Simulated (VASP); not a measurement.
# BaBr (Pmmm) in VASP: further runs

The runs below take BaBr through single point, relaxation of cell and atoms, with PBE.

Everything below comes from runs of VASP 6.6.1. Logs are shortened: lines on timing, memory, paths and dates and some standing lists are left out, and cuts for length are marked.

### 1 The cell of the first run

The structure is orthorhombic, space group Pmmm (No. 47). Conventional cell: a = 3.320 Å, b = 4.273 Å, c = 4.983 Å, α = 90.00°, β = 90.00°, γ = 90.00°. Within 3.6 Å of Ba (site symmetry mmm) lie 4 Br at 2.71 Å and 2 Ba at 3.32 Å. Br (site symmetry mmm) has 4 Ba at 2.71 Å and 2 Br at 3.32 Å within 3.6 Å.

### 2 Single point, PBE

INCAR reads:

```
SYSTEM = BaBr
PREC     = Accurate       ! precision mode
ENCUT    = 520            ! plane-wave cutoff, eV
EDIFF    = 1E-6           ! SCF threshold, eV
ISMEAR   = 0              ! smearing method
SIGMA    = 0.1            ! smearing width, eV
LREAL    = .FALSE.        ! projectors in reciprocal space
LASPH    = .TRUE.         ! aspherical terms in the spheres
NELM     = 60             ! most SCF steps
ALGO     = Normal         ! electronic algorithm
ISIF     = 2              ! what is computed and relaxed
LWAVE    = .FALSE.        ! write WAVECAR
LCHARG   = .FALSE.        ! write CHGCAR
GGA      = PE             ! functional
NBANDS   = 16             ! bands
```

KPOINTS reads:

```
regular mesh
0
G
  6 4 4
  0 0 0
```

POSCAR reads:

```
BaBr
1.0
    3.3204500400      0.0000000000      0.0000000000
    0.0000000000      4.2733337600      0.0000000000
    0.0000000000      0.0000000000      4.9829763300
Ba Br
1 1
Direct
    0.0000000000      0.5000000000      0.0000000000
    0.5000000000      0.0000000000      0.0000000000
```

Potentials or basis: VASP PAW PBE potentials, release 64 (Ba_sv, Br).

Started as:

```sh
cat potpaw_PBE.64/Ba_sv/POTCAR potpaw_PBE.64/Br/POTCAR > POTCAR
mpirun -np 1 vasp_std > vasp.out
```

OUTCAR:

```text
SYSTEM = BaBr
   PREC = Accurate
   ENCUT = 520
   EDIFF = 1E-6
   ISMEAR = 0
   LREAL = .FALSE.
   LASPH = .TRUE.
   NELM = 60
   ISIF = 2
   GGA = PE

 ion  position               nearest neighbor table
   1  0.000  0.500  0.000-   2 2.71   2 2.71   2 2.71   2 2.71
   2  0.500  0.000  0.000-   1 2.71   1 2.71   1 2.71   1 2.71

  LATTYP: Found a simple orthorhombic cell.
 ALAT       =     3.3204500400
 B/A-ratio  =     1.2869742681
 C/A-ratio  =     1.5006930597

  Lattice vectors:

 A1 = (   3.3204500400,   0.0000000000,   0.0000000000)
 A2 = (   0.0000000000,   4.2733337600,   0.0000000000)
 A3 = (   0.0000000000,   0.0000000000,   4.9829763300)

Analysis of symmetry for initial positions (statically):
=====================================================================
 Subroutine PRICEL returns:
 Original cell was already a primitive cell.

 Routine SETGRP: Setting up the symmetry group for a
 simple orthorhombic supercell.

 Subroutine GETGRP returns: Found  8 space group operations
 (whereof  8 operations were pure point group operations)
 out of a pool of  8 trial point group operations.

The static configuration has the point symmetry D_2h.

Analysis of symmetry for dynamics (positions and initial velocities):
=====================================================================
 Subroutine PRICEL returns:
 Original cell was already a primitive cell.

 Routine SETGRP: Setting up the symmetry group for a
 simple orthorhombic supercell.

 Subroutine GETGRP returns: Found  8 space group operations
 (whereof  8 operations were pure point group operations)
 out of a pool of  8 trial point group operations.

The dynamic configuration has the point symmetry D_2h.

 Subroutine INISYM returns: Found  8 space group operations
 (whereof  8 operations are pure point group operations),
 and found     1 'primitive' translations

----------------------------------------------------------------------------------------

                                     Primitive cell

  volume of cell :      70.7054

  direct lattice vectors                    reciprocal lattice vectors
     3.320450040  0.000000000  0.000000000     0.301163995  0.000000000  0.000000000
     0.000000000  4.273333760  0.000000000     0.000000000  0.234009337  0.000000000
     0.000000000  0.000000000  4.982976330     0.000000000  0.000000000  0.200683273

  length of vectors
     3.320450040  4.273333760  4.982976330     0.301163995  0.234009337  0.200683273

  position of ions in fractional coordinates (direct lattice)
     0.000000000  0.500000000  0.000000000
     0.500000000  0.000000000  0.000000000

  ion indices of the primitive-cell ions
   primitive index   ion index
                 1           1
                 2           2

----------------------------------------------------------------------------------------

 KPOINTS: regular mesh

Automatic generation of k-mesh.
 Grid dimensions read from file:
 generate k-points for:    6    4    4

 Generating k-lattice:

  Cartesian coordinates                     Fractional coordinates (reciprocal lattice)
     0.050193999  0.000000000  0.000000000     0.166666667  0.000000000  0.000000000
     0.000000000  0.058502334  0.000000000     0.000000000  0.250000000  0.000000000
     0.000000000  0.000000000  0.050170818     0.000000000  0.000000000  0.250000000

  Length of vectors
     0.050193999  0.058502334  0.050170818

  Shift w.r.t. Gamma in fractional coordinates (k-lattice)
     0.000000000  0.000000000  0.000000000

 Subroutine IBZKPT returns following result:
 ===========================================

 Found     36 irreducible k-points:

 Following reciprocal coordinates:
            Coordinates               Weight
  0.000000  0.000000  0.000000      1.000000
  0.166667  0.000000  0.000000      2.000000
  0.333333  0.000000  0.000000      2.000000
  0.500000  0.000000  0.000000      1.000000
  0.000000  0.250000  0.000000      2.000000
  0.166667  0.250000  0.000000      4.000000
[... 16 lines left out ...]
  0.333333  0.500000  0.250000      4.000000
  0.500000  0.500000  0.250000      2.000000
 [... further k-points ...]
   k-points           NKPTS =     36   k-points in BZ     NKDIM =     36   number of bands    NBANDS=     16
   number of dos      NEDOS =    301   number of ions     NIONS =      2
   total plane-waves  NPLWV =  35840
   dimension x,y,z NGX =    28 NGY =   32 NGZ =   40
   dimension x,y,z NGXF=    56 NGYF=   64 NGZF=   80
   ions per type =               1   1
   NGX,Y,Z   is equivalent  to a cutoff of  14.02, 12.45, 13.35 a.u.
   NGXF,Y,Z  is equivalent  to a cutoff of  28.04, 24.90, 26.69 a.u.
 SYSTEM =  BaBr
   PREC   = accura    normal or accurate (medium, high low for compatibility)
   ISTART =      0    job   : 0-new  1-cont  2-samecut
   ICHARG =      2    charge: 1-file 2-atom 10-const
   ISPIN  =      1    spin polarized calculation?
   LNONCOLLINEAR =      F non collinear calculations
   LSORBIT =      F    spin-orbit coupling
   LASPH  =      T    aspherical Exc in radial PAW
   ENCUT  =  520.0 eV  38.22 Ry    6.18 a.u.   6.17  7.95  9.27*2*pi/ulx,y,z
   NELM   =     60;   NELMIN=  2; NELMDL= -5     # of ELM steps
   EDIFF  = 0.1E-05   stopping-criterion for ELM
   LREAL  =      F    real-space projection
   EDIFFG = 0.1E-04   stopping-criterion for IOM
   NSW    =      0    number of steps for IOM
   IBRION =     -1    ionic relax: 0-MD 1-quasi-New 2-CG
   NFREE  =      0    steps in history (QN), initial steepest desc. (CG)
   ISIF   =      2    stress and relaxation
   ISYM   =      2    0-nonsym 1-usesym 2-fastsym
   POTIM  = 0.5000    time-step for ionic-motion
   TEBEG  =    0.0;   TEEND  =   0.0 temperature during run
   PSTRESS=    0.0 pullay stress
   NELECT =      17.0000    total number of electrons
   NUPDOWN=      -1.0000    fix difference up-down
   EMIN   =  10.00;   EMAX   =-10.00  energy-range for DOS
   EFERMI =   0.00;   METHOD = LEGACY
   ISMEAR =     0;   SIGMA  =   0.10  broadening in eV -4-tet -1-fermi 0-gaus
   EFERMI_NEDOS =   21; number of points for ismear=-14 and -15
   IALGO  =     38    algorithm
   IMIX   =      4    mixing-type and parameters
     AMIX     =   0.40;   BMIX     =  1.00
     AMIX_MAG =   1.60;   BMIX_MAG =  1.00
  volume/ion in A,a.u.               =      35.35       238.57
  Fermi-wavevector in a.u.,A,eV,Ry     =   1.017982  1.923708 14.099557  1.036288
  Thomas-Fermi vector in A             =   2.151414
   LORBIT       =      0    0 simple, 1 ext, 2 COOP (PROOUT), +10 PAW based schemes
   GGA     = PE    functional components
   LHFCALC =     F    Hartree Fock is set to
   AEXX    =    0.0000 exact exchange contribution
   IVDW    =     0    specifies the selected vdW correction
   LEPSILON=     F    determine dielectric tensor
   LRPA    =     F    only Hartree local field effects (RPA)
 non-spin polarized calculation
 Gauss-broadening in eV      SIGMA  =   0.10
  energy-cutoff  :      520.00
  volume of cell :       70.71
 maximum number of plane-waves:      1922
 NGX is ok and might be reduce to    28
   NGX = 13   NGY = 15   NGZ = 19

 number of electron      16.9999997 magnetization

 Free energy of the ion-electron system (eV)
  ---------------------------------------------------
  ext. energy  EPLUGINS =         0.00000000
  ---------------------------------------------------
  free energy    TOTEN  =        -3.26353309 eV

  energy without entropy =       -3.25461236  energy(sigma->0) =       -3.25907272

 E-fermi :   3.8827     XC(G=0):  -8.2786

 val. band max:        3.7978243823   @ k =   0.5000   0.5000   0.0000
 cond. band min:       3.8869202745   @ k =   0.1667   0.2500   0.2500
 fundamental gap:      0.0890958922
 Fermi energy:         3.8827300829

 k-point     1 :       0.0000    0.0000    0.0000
  band No.  band energies     occupation
      1     -25.0913      2.00000
      2     -13.9295      2.00000
      3     -11.2105      2.00000
      4     -10.2482      2.00000
      5      -9.3133      2.00000
      6      -1.5035      2.00000
[... 8 lines left out ...]
     15      10.5142      0.00000
     16      10.9601      0.00000

 k-point     2 :       0.1667    0.0000    0.0000
  band No.  band energies     occupation
      1     -24.9723      2.00000
      2     -14.1633      2.00000
      3     -10.9867      2.00000
      4     -10.1323      2.00000
      5      -9.5934      2.00000
      6      -1.5377      2.00000
[... 8 lines left out ...]
     15      11.0836      0.00000
     16      11.3301      0.00000

 k-point     3 :       0.3333    0.0000    0.0000
  band No.  band energies     occupation
      1     -24.7161      2.00000
      2     -14.7724      2.00000
      3     -10.4514      2.00000
      4      -9.8828      2.00000
      5      -9.7172      2.00000
      6      -3.0751      2.00000
[... 8 lines left out ...]
     15      11.9181      0.00000
     16      11.9961      0.00000

 k-point     4 :       0.5000    0.0000    0.0000
  band No.  band energies     occupation
      1     -24.5770      2.00000
      2     -15.1265      2.00000
      3     -10.1154      2.00000
      4      -9.7475      2.00000
      5      -9.5985      2.00000
      6      -3.9628      2.00000
[... 8 lines left out ...]
     15      12.3481      0.00000
     16      12.7631      0.00000
[... 324 lines left out ...]
 k-point    22 :       0.1667    0.5000    0.2500
  band No.  band energies     occupation
      1     -24.8602      2.00000
      2     -15.3975      2.00000
      3     -10.1307      2.00000
      4     -10.0533      2.00000
      5      -8.6935      2.00000
      6      -2.3496      2.00000
[... 8 lines left out ...]
     15      10.6706      0.00000
     16      11.0206      0.00000

 k-point    23 :       0.3333    0.5000    0.2500
  band No.  band energies     occupation
      1     -24.6361      2.00000
      2     -14.6369      2.00000
      3     -11.6829      2.00000
      4     -10.2959      2.00000
      5      -9.8428      2.00000
      6      -1.8010      2.00000
[... 8 lines left out ...]
     15      10.0157      0.00000
     16      12.0173      0.00000

 k-point    24 :       0.5000    0.5000    0.2500
  band No.  band energies     occupation
      1     -24.5164      2.00000
      2     -14.0140      2.00000
      3     -12.3222      2.00000
      4     -11.2880      2.00000
      5      -9.7307      2.00000
      6      -1.4524      2.00000
[... 8 lines left out ...]
     15       9.4907      0.00000
     16      10.4209      0.00000

 [... further k-points ...]
[... 5 lines left out ...]
  --------------------------------------------------------------------------------------
  -------------------------------------------------------------------------------------
  Total       17.1972405     22.3890720     -0.1626084      0.0000000      0.0000000      0.0000000
  in kB      389.6877546    507.3341384     -3.6846908      0.0000000      0.0000000      0.0000000
  external PRESSURE =     297.7790674 kB  Pullay stress =       0.0000000 kB

 VOLUME and BASIS-vectors are now :
 -----------------------------------------------------------------------------
  energy-cutoff  :      520.00
  volume of cell :       70.71
      direct lattice vectors                 reciprocal lattice vectors
     3.320450040  0.000000000  0.000000000     0.301163995  0.000000000  0.000000000
     0.000000000  4.273333760  0.000000000     0.000000000  0.234009337  0.000000000
     0.000000000  0.000000000  4.982976330     0.000000000  0.000000000  0.200683273

 POSITION                                       TOTAL-FORCE (eV/Angst)
 -----------------------------------------------------------------------------------
      0.00000      2.13667      0.00000         0.000000      0.000000      0.000000
      1.66023      0.00000      0.00000         0.000000      0.000000      0.000000
 -----------------------------------------------------------------------------------
    total drift:                                0.000000      0.000000     -0.000000

  FREE ENERGIE OF THE ION-ELECTRON SYSTEM (eV)
  ---------------------------------------------------
  free  energy   TOTEN  =        -3.2635330875 eV

  energy  without entropy=       -3.2546123557  energy(sigma->0) =       -3.25907272
```

It took 38 s on 1 thread of Intel Xeon Platinum 8259CL at 2.50GHz (Skylake/Cascade Lake), shared host; peak memory 0.2 GiB.

What came out:

```
Free energy : -3.2635 eV
Pressure    : 29.8 GPa
```

Caveat: the k points lie up to 0.37 Å⁻¹ apart; spin-orbit coupling is left out, which moves the levels of the heavy elements; an odd number of electrons without spin polarisation forces a metal; a magnetic or distorted state may lie lower.

[end of part 1 of 2]
